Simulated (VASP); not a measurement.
Input of a VASP 6.6.1 run:

POSCAR

```
MgS
1.0
    0.0000000000      2.8097820000      2.3935180000
    2.8097820000      0.0000000000      2.3935180000
    2.8097820000      2.8097820000      0.0000000000
Mg S
1 1
Direct
    0.0000000000      0.0000000000      0.0000000000
    0.5000000000      0.5000000000      0.5000000000
```

The input INCAR.step1:

```
SYSTEM = MgS
PREC = Accurate
ENCUT = 520
ISMEAR = 0
SIGMA = 0.05
LREAL = .False.
LASPH = .True.
NELM = 80
NBANDS = 11
GGA = PE
ALGO = Normal
EDIFF = 1E-4
LWAVE = .True.
LCHARG = .False.
```

The input INCAR.step2:

```
SYSTEM = MgS
PREC = Accurate
ENCUT = 520
EDIFF = 1E-6
ISMEAR = 0
SIGMA = 0.05
LREAL = .False.
LASPH = .True.
NELM = 80
ALGO = Normal
ISIF = 2
LWAVE = .False.
LCHARG = .False.
METAGGA = R2SCAN
LMIXTAU = .True.
NBANDS = 11
ISTART = 1
```

Contents of KPOINTS:

```
Automatic mesh
0
Gamma
  8 8 8
  0 0 0
```

Potentials or basis: VASP PAW PBE potentials, release 64 (Mg, S).

Command:

```bash
$ cat potpaw_PBE.64/Mg/POTCAR potpaw_PBE.64/S/POTCAR > POTCAR
$ cp INCAR.step1 INCAR
$ mpirun -np 1 vasp_std > vasp.out
$ cp INCAR.step2 INCAR
$ mpirun -np 1 vasp_std > vasp.out
```

Problem. Estimate the pressure.

Solution. -1.4 GPa.

Problem. What does it give for the band gap on the k mesh?

Solution. 2.91 eV, indirect (least direct gap 3.83 eV).

Stress tensor (GPa, compression positive):
```
-6.74  0.00  0.00
 0.00 -6.74  0.00
 0.00  0.00  9.28
```

Caveat: the cell differs from its parent crystal (strain +0.080 along x and y, -0.080 along z); the PAW data sets were made with another functional, which shifts forces and pressure a little. A k mesh can miss the band edges.
